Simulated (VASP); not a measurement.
The system is YHfF3.

```
Y Hf F
1.0
     4.03821    0.00000    0.00000
     0.00000    4.03821    0.00000
     0.00000    0.00000    4.03821
Y Hf F
1 1 3
Cartesian
  2.0191 2.0191 2.0191
  0.0000 0.0000 0.0000
  2.0191 0.0000 0.0000
  0.0000 2.0191 0.0000
  0.0000 0.0000 2.0191
```

- Program: VASP 6.6.1
- Task: relaxation of cell and atoms
- Functional: PBE
- Potentials or basis: VASP PAW PBE potentials, release 64 (Y_sv, Hf_pv, F)
- Cutoff: 600 eV
- k mesh: 4 × 4 × 4
- Occupations: gaussian, width 0.1 eV
- Spin: no spin polarisation

At the start: pressure 32.9 GPa; volume 13.17 Å³/atom.

Task: Where does the relaxation end?

Result: Over 4 steps the energy falls by 311.4 meV/atom and the volume is 17.09 Å³/atom (+29.7 %); space group Pm-3m (No. 221, to 0.05 Å).

Step by step:
```
step  energy change (eV)  largest force (eV/Å)  pressure (GPa)  volume (Å³)
   1              0.0000                0.0000           32.92        65.85
   2             -1.3350                0.0000           -6.93        95.16
   3             -1.5556                0.0000            0.65        84.66
   4             -1.5572                0.0000            0.00        85.43
```

Final structure:
```
Y Hf F
1.0
     4.40424    0.00000    0.00000
     0.00000    4.40424    0.00000
     0.00000    0.00000    4.40424
Y Hf F
1 1 3
Direct
  0.50000 0.50000 0.50000
  0.00000 0.00000 0.00000
  0.50000 0.00000 0.00000
  0.00000 0.50000 0.00000
  0.00000 0.00000 0.50000
```

Caveat: the k points lie up to 0.36 Å⁻¹ apart in the final cell; the volume moved by over 15 % at a fixed basis, so the end points are rough.
